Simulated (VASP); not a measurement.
# Si3IrRu (P3m1) in VASP: a series of runs

Si3IrRu is run at these levels: PBE; tasks: single point.

Program: VASP 6.6.1. These are calculated values, not measurements. Logs are shortened: lines on timing, memory, paths and dates and some standing lists are left out, and cuts for length are marked.

## Step 1: The cell of the first run

Symmetry: P3m1, No. 156, trigonal system. The conventional cell has a = 3.979 Å, b = 3.979 Å, c = 5.294 Å, α = 90.00°, β = 90.00°, γ = 120.00°. Within 3.2 Å of Si (site symmetry 3m) lie 3 Ru at 2.41 Å and 3 Ir at 2.56 Å and 6 Si at 2.90 to 3.12 Å. Si (site symmetry 3m) has 2 Ru at 2.46 to 2.83 Å and 3 Ir at 2.50 Å and 6 Si at 2.70 to 3.12 Å within 3.3 Å. Si (site symmetry 3m) has 2 Ir at 2.40 to 2.89 Å and 3 Ru at 2.53 Å and 6 Si at 2.70 to 2.90 Å within 3.2 Å. Within 3.2 Å of Ru (site symmetry 3m) lie 8 Si at 2.41 to 2.83 Å and 3 Ir at 2.94 Å. Within 3.2 Å of Ir (site symmetry 3m) lie 8 Si at 2.40 to 2.89 Å and 3 Ru at 2.94 Å.

## Step 2: Single point, PBE

The input, INCAR:

```
PREC = Accurate
ENCUT = 520
EDIFF = 1E-6
ISMEAR = 0
SIGMA = 0.1
LREAL = F
LASPH = T
NELM = 80
ALGO = Normal
ISIF = 2
LWAVE = F
LCHARG = T
GGA = PE
LELF = T
LVHAR = T
NBANDS = 26
```

The input, KPOINTS:

```
Automatic mesh
0
Gamma
  12 12 6
```

The input, POSCAR:

```
Si3IrRu
1.0
    3.9790898874      0.0000000000      0.0000000000
   -1.9895449437      3.4459929264      0.0000000000
    0.0000000000      0.0000000000      5.2937351035
Si Ru Ir
3 1 1
Direct
    0.0000000000      0.0000000000      0.9714714317
    0.6666666667      0.3333333333      0.3708077266
    0.3333333333      0.6666666667      0.6374761455
    0.6666666667      0.3333333333      0.8361876893
    0.3333333333      0.6666666667      0.1840570069
```

Potentials or basis: VASP PAW PBE potentials, release 64 (Si, Ru_pv, Ir).

Command:

```
$ cat potpaw_PBE.64/Si/POTCAR potpaw_PBE.64/Ru_pv/POTCAR potpaw_PBE.64/Ir/POTCAR > POTCAR
$ mpirun -np 1 vasp_std > vasp.out
```

OUTCAR:

```text
PREC = Accurate
   ENCUT = 520
   EDIFF = 1E-6
   ISMEAR = 0
   LREAL = F
   LASPH = T
   NELM = 80
   ISIF = 2
   GGA = PE

 ion  position               nearest neighbor table
   1  0.000  0.000  0.971-   4 2.41   4 2.41   4 2.41   5 2.56   5 2.56   5 2.56   3 2.90   3 2.90
                             3 2.90   2 3.12   2 3.12   2 3.12
   2  0.667  0.333  0.371-   4 2.46   5 2.50   5 2.50   5 2.50   3 2.70   3 2.70   3 2.70   4 2.83
                             1 3.12   1 3.12   1 3.12
   3  0.333  0.667  0.637-   5 2.40   4 2.53   4 2.53   4 2.53   2 2.70   2 2.70   2 2.70   5 2.89
                             1 2.90   1 2.90   1 2.90
   4  0.667  0.333  0.836-   1 2.41   1 2.41   1 2.41   2 2.46   3 2.53   3 2.53   3 2.53   2 2.83
                             5 2.94   5 2.94   5 2.94
   5  0.333  0.667  0.184-   3 2.40   2 2.50   2 2.50   2 2.50   1 2.56   1 2.56   1 2.56   3 2.89
                             4 2.94   4 2.94   4 2.94

  LATTYP: Found a hexagonal cell.
 ALAT       =     3.9790898874
 C/A-ratio  =     1.3303884188

  Lattice vectors:

 A1 = (   3.9790898874,   0.0000000000,   0.0000000000)
 A2 = (  -1.9895449437,   3.4459929264,   0.0000000000)
 A3 = (   0.0000000000,   0.0000000000,   5.2937351035)

Analysis of symmetry for initial positions (statically):
=====================================================================
 Subroutine PRICEL returns:
 Original cell was already a primitive cell.

 Routine SETGRP: Setting up the symmetry group for a
 hexagonal supercell.

 Subroutine GETGRP returns: Found  6 space group operations
 (whereof  6 operations were pure point group operations)
 out of a pool of 24 trial point group operations.

The static configuration has the point symmetry C_3v.

Analysis of symmetry for dynamics (positions and initial velocities):
=====================================================================
 Subroutine PRICEL returns:
 Original cell was already a primitive cell.

 Routine SETGRP: Setting up the symmetry group for a
 hexagonal supercell.

 Subroutine GETGRP returns: Found  6 space group operations
 (whereof  6 operations were pure point group operations)
 out of a pool of 24 trial point group operations.

The dynamic configuration has the point symmetry C_3v.

 Subroutine INISYM returns: Found  6 space group operations
 (whereof  6 operations are pure point group operations),
 and found     1 'primitive' translations

----------------------------------------------------------------------------------------

                                     Primitive cell

  volume of cell :      72.5872

  direct lattice vectors                    reciprocal lattice vectors
     3.979089887  0.000000000  0.000000000     0.251313750  0.145096061  0.000000000
    -1.989544944  3.445992926  0.000000000     0.000000000  0.290192122  0.000000000
     0.000000000  0.000000000  5.293735104     0.000000000  0.000000000  0.188902539

  length of vectors
     3.979089887  3.979089887  5.293735104     0.290192122  0.290192122  0.188902539

  position of ions in fractional coordinates (direct lattice)
     0.000000000  0.000000000  0.971471432
     0.666666667  0.333333333  0.370807727
     0.333333333  0.666666667  0.637476146
     0.666666667  0.333333333  0.836187689
     0.333333333  0.666666667  0.184057007

  ion indices of the primitive-cell ions
   primitive index   ion index
                 1           1
                 2           2
                 3           3
                 4           4
                 5           5

----------------------------------------------------------------------------------------

 KPOINTS: Automatic mesh

Automatic generation of k-mesh.
 Grid dimensions read from file:
 generate k-points for:   12   12    6

 Generating k-lattice:

  Cartesian coordinates                     Fractional coordinates (reciprocal lattice)
     0.020942812  0.012091338  0.000000000     0.083333333  0.000000000  0.000000000
     0.000000000  0.024182677  0.000000000     0.000000000  0.083333333  0.000000000
     0.000000000  0.000000000  0.031483756     0.000000000  0.000000000  0.166666667

  Length of vectors
     0.024182677  0.024182677  0.031483756

  Shift w.r.t. Gamma in fractional coordinates (k-lattice)
     0.000000000  0.000000000  0.000000000

 Subroutine IBZKPT returns following result:
 ===========================================

 Found    100 irreducible k-points:

 Following reciprocal coordinates:
            Coordinates               Weight
  0.000000  0.000000  0.000000      1.000000
  0.083333  0.000000  0.000000      6.000000
  0.166667  0.000000  0.000000      6.000000
  0.250000  0.000000  0.000000      6.000000
  0.333333  0.000000  0.000000      6.000000
  0.416667  0.000000  0.000000      6.000000
[... 16 lines left out ...]
  0.166667  0.000000  0.166667      6.000000
  0.000000  0.166667  0.166667      6.000000
 [... further k-points ...]
   k-points           NKPTS =    100   k-points in BZ     NKDIM =    100   number of bands    NBANDS=     26
   number of dos      NEDOS =    301   number of ions     NIONS =      5
   total plane-waves  NPLWV =  36000
   dimension x,y,z NGX =    30 NGY =   30 NGZ =   40
   dimension x,y,z NGXF=    60 NGYF=   60 NGZF=   80
   ions per type =               3   1   1
   NGX,Y,Z   is equivalent  to a cutoff of  12.53, 12.53, 12.56 a.u.
   NGXF,Y,Z  is equivalent  to a cutoff of  25.07, 25.07, 25.12 a.u.
 SYSTEM =  unknown system
   PREC   = accura    normal or accurate (medium, high low for compatibility)
   ISTART =      0    job   : 0-new  1-cont  2-samecut
   ICHARG =      2    charge: 1-file 2-atom 10-const
   ISPIN  =      1    spin polarized calculation?
   LNONCOLLINEAR =      F non collinear calculations
   LSORBIT =      F    spin-orbit coupling
   LASPH  =      T    aspherical Exc in radial PAW
   ENCUT  =  520.0 eV  38.22 Ry    6.18 a.u.   7.40  7.40  9.84*2*pi/ulx,y,z
   NELM   =     80;   NELMIN=  2; NELMDL= -5     # of ELM steps
   EDIFF  = 0.1E-05   stopping-criterion for ELM
   LREAL  =      F    real-space projection
   EDIFFG = 0.1E-04   stopping-criterion for IOM
   NSW    =      0    number of steps for IOM
   IBRION =     -1    ionic relax: 0-MD 1-quasi-New 2-CG
   NFREE  =      0    steps in history (QN), initial steepest desc. (CG)
   ISIF   =      2    stress and relaxation
   ISYM   =      2    0-nonsym 1-usesym 2-fastsym
   POTIM  = 0.5000    time-step for ionic-motion
   TEBEG  =    0.0;   TEEND  =   0.0 temperature during run
   PSTRESS=    0.0 pullay stress
   NELECT =      35.0000    total number of electrons
   NUPDOWN=      -1.0000    fix difference up-down
   EMIN   =  10.00;   EMAX   =-10.00  energy-range for DOS
   EFERMI =   0.00;   METHOD = LEGACY
   ISMEAR =     0;   SIGMA  =   0.10  broadening in eV -4-tet -1-fermi 0-gaus
   EFERMI_NEDOS =   21; number of points for ismear=-14 and -15
   IALGO  =     38    algorithm
   IMIX   =      4    mixing-type and parameters
     AMIX     =   0.40;   BMIX     =  1.00
     AMIX_MAG =   1.60;   BMIX_MAG =  1.00
  volume/ion in A,a.u.               =      14.52        97.97
  Fermi-wavevector in a.u.,A,eV,Ry     =   1.283741  2.425919 22.422277  1.647991
  Thomas-Fermi vector in A             =   2.415976
   LORBIT       =      0    0 simple, 1 ext, 2 COOP (PROOUT), +10 PAW based schemes
   GGA     = PE    functional components
   LHFCALC =     F    Hartree Fock is set to
   AEXX    =    0.0000 exact exchange contribution
   IVDW    =     0    specifies the selected vdW correction
   LEPSILON=     F    determine dielectric tensor
   LRPA    =     F    only Hartree local field effects (RPA)
 non-spin polarized calculation
 Gauss-broadening in eV      SIGMA  =   0.10
  energy-cutoff  :      520.00
  volume of cell :       72.59
 maximum number of plane-waves:      1976
 NGX is ok and might be reduce to    30
   NGX = 15   NGY = 15   NGZ = 19

 number of electron      35.0000004 magnetization

 Free energy of the ion-electron system (eV)
  ---------------------------------------------------
  ext. energy  EPLUGINS =         0.00000000
  ---------------------------------------------------
  free energy    TOTEN  =       -36.64156317 eV

  energy without entropy =      -36.63474494  energy(sigma->0) =      -36.63815405

 E-fermi :  10.1826     XC(G=0): -12.0183

 val. band max:       10.1822167858   @ k =   0.2500   0.1667   0.3333
 cond. band min:      10.1849130511   @ k =   0.1667   0.1667   0.0000
 fundamental gap:      0.0026962653
 Fermi energy:        10.1826047749

 k-point     1 :       0.0000    0.0000    0.0000
  band No.  band energies     occupation
      1     -32.4364      2.00000
      2     -32.4364      2.00000
      3     -32.4156      2.00000
      4      -2.6087      2.00000
      5       1.6885      2.00000
      6       2.0277      2.00000
[... 18 lines left out ...]
     25      14.8644      0.00000
     26      17.0668      0.00000

 k-point     2 :       0.0833    0.0000    0.0000
  band No.  band energies     occupation
      1     -32.4374      2.00000
      2     -32.4366      2.00000
      3     -32.4155      2.00000
      4      -2.5155      2.00000
      5       1.7318      2.00000
      6       2.0188      2.00000
[... 18 lines left out ...]
     25      15.0913      0.00000
     26      16.9058      0.00000

 k-point     3 :       0.1667    0.0000    0.0000
  band No.  band energies     occupation
      1     -32.4401      2.00000
      2     -32.4373      2.00000
      3     -32.4153      2.00000
      4      -2.2396      2.00000
      5       1.7936      2.00000
      6       2.0303      2.00000
[... 18 lines left out ...]
     25      15.5462      0.00000
     26      15.9794      0.00000

 k-point     4 :       0.2500    0.0000    0.0000
  band No.  band energies     occupation
      1     -32.4439      2.00000
      2     -32.4382      2.00000
      3     -32.4148      2.00000
      4      -1.7941      2.00000
      5       1.7223      2.00000
      6       2.1104      2.00000
[... 18 lines left out ...]
     25      15.7713      0.00000
     26      16.2887      0.00000
[... 496 lines left out ...]
      1     -32.4374      2.00000
      2     -32.4366      2.00000
      3     -32.4156      2.00000
      4      -2.3570      2.00000
      5       0.8522      2.00000
      6       2.7562      2.00000
[... 18 lines left out ...]
     25      14.9502      0.00000
     26      16.1544      0.00000

 k-point    23 :       0.1667    0.0000    0.1667
  band No.  band energies     occupation
      1     -32.4401      2.00000
      2     -32.4373      2.00000
      3     -32.4153      2.00000
      4      -2.0807      2.00000
      5       0.9786      2.00000
      6       2.6585      2.00000
[... 18 lines left out ...]
     25      15.7529      0.00000
     26      16.2364      0.00000

 k-point    24 :       0.0000    0.1667    0.1667
  band No.  band energies     occupation
      1     -32.4401      2.00000
      2     -32.4373      2.00000
      3     -32.4153      2.00000
      4      -2.0853      2.00000
      5       1.0276      2.00000
      6       2.6103      2.00000
[... 18 lines left out ...]
     25      15.1812      0.00000
     26      15.8232      0.00000

 [... further k-points ...]
[... 5 lines left out ...]
  --------------------------------------------------------------------------------------
  -------------------------------------------------------------------------------------
  Total        0.0398592      0.0398592      0.0689645      0.0000000      0.0000000      0.0000000
  in kB        0.8797902      0.8797902      1.5222145      0.0000000      0.0000000      0.0000000
  external PRESSURE =       1.0939317 kB  Pullay stress =       0.0000000 kB

 VOLUME and BASIS-vectors are now :
 -----------------------------------------------------------------------------
  energy-cutoff  :      520.00
  volume of cell :       72.59
      direct lattice vectors                 reciprocal lattice vectors
     3.979089887  0.000000000  0.000000000     0.251313750  0.145096061  0.000000000
    -1.989544944  3.445992926  0.000000000     0.000000000  0.290192122  0.000000000
     0.000000000  0.000000000  5.293735104     0.000000000  0.000000000  0.188902539

 POSITION                                       TOTAL-FORCE (eV/Angst)
 -----------------------------------------------------------------------------------
      0.00000      0.00000      5.14271         0.000000     -0.000000     -0.010240
      1.98954      1.14866      1.96296        -0.000000     -0.000000      0.010166
     -0.00000      2.29733      3.37463        -0.000000     -0.000000      0.017813
      1.98954      1.14866      4.42656        -0.000000      0.000000     -0.012986
     -0.00000      2.29733      0.97435         0.000000     -0.000000     -0.004753
 -----------------------------------------------------------------------------------
    total drift:                               -0.000000      0.000000     -0.000373

  FREE ENERGIE OF THE ION-ELECTRON SYSTEM (eV)
  ---------------------------------------------------
  free  energy   TOTEN  =       -36.6415631655 eV

  energy  without entropy=      -36.6347449390  energy(sigma->0) =      -36.63815405
```

Run time: 1.9 min. Hardware: 1 thread of Intel Xeon Platinum 8488C (Sapphire Rapids), shared host; peak memory 0.31 GiB.

What came out:

```yaml
Free_energy: -36.6416 eV
Pressure: 0.1 GPa
Largest_force: 0.018 eV/Å
```

Forces in eV/Å, atoms in the order of the input:
```
Si   0.000  0.000 -0.010
Si   0.000  0.000  0.010
Si   0.000  0.000  0.018
Ru   0.000  0.000 -0.013
Ir   0.000  0.000 -0.005
```

Caveat: spin-orbit coupling is left out, which moves the levels of the heavy elements.

## Step 3: Single point, PBE

This run uses another cell than the first one, of 14.55 Å³/atom, 1.003 times its volume.

The input, INCAR:

```
SYSTEM = Si3IrRu
ALGO     = Normal         ! electronic algorithm
EDIFF    = 1E-6           ! SCF threshold, eV
ENCUT    = 500            ! plane-wave cutoff, eV
GGA      = PE             ! functional
GGA_COMPAT= .FALSE.      
ISIF     = 2              ! what is computed and relaxed
ISMEAR   = 0              ! smearing method
LASPH    = .TRUE.         ! aspherical terms in the spheres
LCHARG   = .TRUE.         ! write CHGCAR
LELF     = .TRUE.         ! ELF
LREAL    = .FALSE.        ! projectors in reciprocal space
LVHAR    = .TRUE.       
LWAVE    = .FALSE.        ! write WAVECAR
NBANDS   = 26             ! bands
NELM     = 120            ! most SCF steps
PREC     = Accurate       ! precision mode
SIGMA    = 0.2            ! smearing width, eV
```

The input, KPOINTS:

```
k-points
0
G
  5 5 3
  0 0 0
```

The input, POSCAR:

```
Si3IrRu
1.0
    3.9762671141      0.0000000000      0.0000000000
   -1.9881335571      3.4435483330      0.0000000000
    0.0000000000      0.0000000000      5.3147540478
Si Ru Ir
3 1 1
Direct
    0.0000000000      0.0000000000     -0.0281753555
    0.6666666667      0.3333333333      0.3709077434
    0.3333333333      0.6666666667      0.6370657157
    0.6666666667      0.3333333333      0.8355029027
    0.3333333333      0.6666666667      0.1846989937
```

Potentials or basis: VASP PAW PBE potentials, release 64 (Si, Ru_pv, Ir).

Command:

```
$ cat potpaw_PBE.64/Si/POTCAR potpaw_PBE.64/Ru_pv/POTCAR potpaw_PBE.64/Ir/POTCAR > POTCAR
$ mpirun -np 1 vasp_std > vasp.out
```

Wall time 31 s (1 thread of Intel Xeon 6975P-C (Granite Rapids), shared host); peak memory 0.19 GiB.

Results (log left out):

```
Free energy   : -36.6670 eV
Pressure      : 0.1 GPa
Largest force : 0.084 eV/Å
```

Forces on the atoms (eV/Å):
```
Si   0.000  0.000  0.000
Si   0.000  0.000  0.084
Si   0.000  0.000 -0.027
Ru   0.000  0.000 -0.006
Ir   0.000  0.000 -0.051
```

Stress tensor (GPa, compression positive):
```
 0.18  0.00  0.00
 0.00  0.18  0.00
 0.00  0.00 -0.15
```

Levels at points of the mesh, in eV from the Fermi level:
| k point | band 15 | band 16 | band 17 | band 18 | band 19 | band 20 |
| --- | --- | --- | --- | --- | --- | --- |
| (0.00, 0.00, 0.00) | -1.41 | -1.11 | 0.61 | 1.55 | 1.55 | 1.58 |

Caveat: the k points lie up to 0.39 Å⁻¹ apart; spin-orbit coupling is left out, which moves the levels of the heavy elements.
